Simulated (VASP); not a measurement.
Write the native input for VASP 6.6.1 that does the following.

```
Task                   : single point
Functional             : PBE
Potentials or basis    : VASP PAW PBE potentials, release 64 (Ta_sv_GW)
Cutoff                 : 500 eV
k mesh                 : 17 × 17 × 17
Occupations            : fermi-dirac, width 0.1 eV
Spin                   : no spin polarisation
Dipole correction      : no
Second run             : valence_matched
Further INCAR settings : ALGO = Normal; EDIFF = 1e-06; NBANDS = 20
```

The structure of Ta lies in POSCAR:

```
Ta
1.0
   -2.3175062373      2.3175062373      1.2629903851
    2.3175062373     -2.3175062373      1.2629903851
    2.3175062373      2.3175062373     -1.2629903851
Ta
2
Direct
   -0.3750000000     -0.1250000000     -0.2500000000
    0.3750000000      0.1250000000      0.2500000000
```

The input as run:

INCAR

```
SYSTEM = Ta
  ALGO = Normal
  EDIFF = 1E-6
  ENCUT = 500
  GGA = PE
  GGA_COMPAT = .False.
  ISIF = 2
  ISMEAR = -1
  LASPH = .True.
  LCHARG = .True.
  LELF = .True.
  LREAL = .False.
  LVHAR = .True.
  LWAVE = .False.
  NBANDS = 20
  NELM = 120
  PREC = Accurate
  SIGMA = 0.1
```

KPOINTS

```
k-points
0
Gamma
  17 17 17
  0 0 0
```

Potentials or basis: VASP PAW PBE potentials, release 64 (Ta_sv_GW).

Run with:

```bash
$ cat potpaw_PBE.64/Ta_sv_GW/POTCAR > POTCAR
$ mpirun -np 1 vasp_std > vasp.out
```

Results of the run:

```json
{
 "Pressure": "118.9 GPa",
 "Band gap on the k mesh": "zero (band 13 reaches 16.34 eV, above the bottom of band 14 at 14.39 eV)"
}
```

Caveat: spin-orbit coupling is left out, which moves the levels of the heavy elements.

It took 2.2 min on 1 thread of Intel(R) Xeon(R) Platinum 8559C (Emerald Rapids) (shared host), peak memory 0.31 GiB.
